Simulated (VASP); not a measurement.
Mg2CdS3:

```
CELL_PARAMETERS angstrom
-1.96530 1.96530 8.33806
1.96530 -1.96530 8.33806
1.96530 1.96530 -8.33806
ATOMIC_POSITIONS crystal
Mg 0.66667 0.66667 0.00000
Mg 0.33333 0.33333 0.00000
Cd 0.00000 0.00000 0.00000
S 0.16667 0.16667 0.00000
S 0.83333 0.83333 0.00000
S 0.50000 0.50000 0.00000
```

| Property | Result |
| --- | --- |
| Program | VASP 6.6.1 |
| Task | relaxation of cell and atoms |
| Functional | PBE |
| Potentials or basis | VASP PAW PBE potentials, release 64 (Mg, Cd, S) |
| Cutoff | 600 eV |
| k mesh | 6 × 6 × 6 |
| Occupations | gaussian, width 0.1 eV |
| Spin | no spin polarisation |

At the start: pressure -6.9 GPa; volume 21.47 Å³/atom.

Problem. How do energy, volume and symmetry change on relaxing?

Solution. Over 5 steps the energy falls by 64.4 meV/atom and the volume is 18.94 Å³/atom (-11.8 %); space group I4/mmm (No. 139, to 0.1 Å) before and after.

The path:
| step | energy change (eV) | largest force (eV/Å) | pressure (GPa) | volume (Å³) |
| --- | --- | --- | --- | --- |
| 1 | 0.0000 | 0.3234 | -6.94 | 128.82 |
| 2 | -0.3634 | 0.3911 | 1.17 | 112.24 |
| 3 | -0.3684 | 0.3847 | 0.15 | 113.75 |
| 4 | -0.3799 | 0.2285 | 0.12 | 113.70 |
| 5 | -0.3861 | 0.0343 | 0.11 | 113.63 |

Final structure:
```cif
data_structure
_symmetry_space_group_name_H-M 'P 1'
_symmetry_Int_Tables_number 1
_cell_length_a 8.4344
_cell_length_b 8.4344
_cell_length_c 8.4344
_cell_angle_alpha 154.184
_cell_angle_beta 154.184
_cell_angle_gamma 36.832
_cell_volume 113.63
loop_
_atom_site_label
_atom_site_type_symbol
_atom_site_fract_x
_atom_site_fract_y
_atom_site_fract_z
_atom_site_occupancy
Mg1 Mg 0.66694 0.66694 0.00000 1
Mg2 Mg 0.33306 0.33306 0.00000 1
Cd1 Cd 0.00000 0.00000 0.00000 1
S1 S 0.17039 0.17039 0.00000 1
S2 S 0.82961 0.82961 0.00000 1
S3 S 0.50000 0.50000 0.00000 1
```
